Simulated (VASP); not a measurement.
Write the native input for VASP 6.6.1 that does the following.

- Task: single point
- Functional: LDA
- Potentials or basis: VASP PAW LDA potentials, release 64 (Al, Cu)
- Cutoff: 520 eV
- k mesh: 12 × 12 × 12
- Occupations: gaussian, width 0.15 eV
- Spin: no spin polarisation
- Dipole correction: no
- Further INCAR settings: ALGO = Fast; EDIFF = 1e-06; NBANDS = 26

The structure of AlCu3 lies in POSCAR:

```
AlCu3
1.0
    3.6188147484      0.0000000000      0.0000000000
    0.0000000000      3.6188147484      0.0000000000
    0.0000000000      0.0000000000      3.6188147484
Al Cu
1 3
Direct
    0.0000000000      0.0000000000      0.0000000000
    0.5000000000      0.4893007179      0.0000000000
    0.5000000000      0.0000000000      0.5000000000
    0.0000000000      0.5106992821      0.5000000000
```

This cell differs from its parent crystal: atoms displaced along a vibrational mode, the cell strained.

One way to write it, as run:

INCAR

```
SYSTEM = AlCu3
PREC = Accurate
ENCUT = 520
EDIFF = 1E-6
ISMEAR = 0
SIGMA = 0.15
LREAL = .False.
LASPH = .True.
NELM = 60
ALGO = Fast
ISIF = 2
LWAVE = .False.
LCHARG = .True.
GGA = CA
LELF = .True.
LVHAR = .True.
NBANDS = 26
```

KPOINTS

```
regular mesh
0
Gamma
  12 12 12
  0 0 0
```

Potentials or basis: VASP PAW LDA potentials, release 64 (Al, Cu).

Run with:

```bash
$ cat potpaw_LDA.64/Al/POTCAR potpaw_LDA.64/Cu/POTCAR > POTCAR
$ mpirun -np 1 vasp_std > vasp.out
```

It gave:

The pressure is -3.1 GPa. The largest force is 0.231 eV/Å and the band gap on the k mesh is zero (bands 18 and 19 overlap by 5.61 eV).

Caveat: the cell differs from its parent crystal (atoms displaced along a vibrational mode, the cell strained); the cell stands under tension.

Wall time 120 s on 1 thread of Intel(R) Xeon(R) 6975P-C (Granite Rapids) (shared host), peak memory 0.29 GiB.
